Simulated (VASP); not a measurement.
A run of VASP 6.6.1 is set up as follows.

INCAR

```
SYSTEM = Co
PREC     = Accurate       ! precision mode
ENCUT    = 520            ! plane-wave cutoff, eV
EDIFF    = 1E-6           ! SCF threshold, eV
ISMEAR   = -1             ! smearing method
SIGMA    = 0.1            ! smearing width, eV
LREAL    = .False.        ! projectors in reciprocal space
LASPH    = .True.         ! aspherical terms in the spheres
NELM     = 60             ! most SCF steps
ALGO     = Normal         ! electronic algorithm
ISIF     = 2              ! what is computed and relaxed
LWAVE    = .False.        ! write WAVECAR
LCHARG   = .True.         ! write CHGCAR
GGA      = PE             ! functional
LELF     = .True.         ! ELF
LVHAR    = .True.       
NBANDS   = 16             ! bands
```

File KPOINTS:

```
Automatic mesh
0
Gamma
  7 14 14
  0 0 0
```

Contents of POSCAR:

```
Co
1.0
    0.0000000000      3.5921000000      3.5921000000
    1.7960500000      0.0000000000      1.7960500000
    1.7960500000      1.7960500000      0.0000000000
Co
2
Direct
    0.0000000000      0.0000000000      0.0000000000
    0.5000000000      0.0000000000      0.0000000000
```

Potentials or basis: VASP PAW PBE potentials, release 64 (Co).

Command:

```console
$ cat potpaw_PBE.64/Co/POTCAR > POTCAR
$ mpirun -np 1 vasp_std > vasp.out
```

Problem. What does it give for the band gap on the k mesh?

Solution. Zero (bands 9 and 10 overlap by 0.87 eV).

Problem. Predict the pressure.

Solution. -21.9 GPa.

Caveat: the cell stands under tension; the run has no spin polarisation, though such a crystal can be magnetic. Spin polarisation is off, so any magnetic state and its effect on volume and gap are missing.
